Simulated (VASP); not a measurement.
HfN: single point with PBE

The system is HfN.

```
CELL_PARAMETERS angstrom
0.00000 2.25600 2.25600
2.25600 0.00000 2.25600
2.25600 2.25600 0.00000
ATOMIC_POSITIONS crystal
Hf 0.00000 0.00000 0.00000
N 0.50000 0.50000 0.50000
```

```json
{"Program": "VASP 6.6.1", "Task": "single point", "Functional": "PBE", "Potentials or basis": "VASP PAW PBE potentials, release 64 (Hf_pv, N)", "Cutoff": "520 eV", "k mesh": "16 × 16 × 16", "Occupations": "gaussian, width 0.05 eV", "Spin": "no spin polarisation", "Dipole correction": "no", "Further INCAR settings": "ALGO = Normal; EDIFF = 1e-06; NBANDS = 14"}
```

* Pressure: 4.1 GPa

Levels at points of the mesh, in eV from the Fermi level:
```
           k point  band 5  band 6  band 7  band 8  band 9  band 10  band 11  band 12
(0.00, 0.00, 0.00)   -3.03   -3.03   -3.03   -0.34   -0.34    -0.34     1.84     1.99
(0.50, 0.00, 0.00)   -8.90   -6.20   -6.20    3.30    3.73     3.73     4.46     8.89
(0.50, 0.50, 0.00)   -5.41   -3.82   -3.69   -3.69    4.13     5.56     5.56     5.65
```

Wall time 41 s on 1 thread of Intel Xeon 8259CL, on a shared host, peak memory 0.17 GiB.

Caveat: spin-orbit coupling is left out, which moves the levels of the heavy elements.
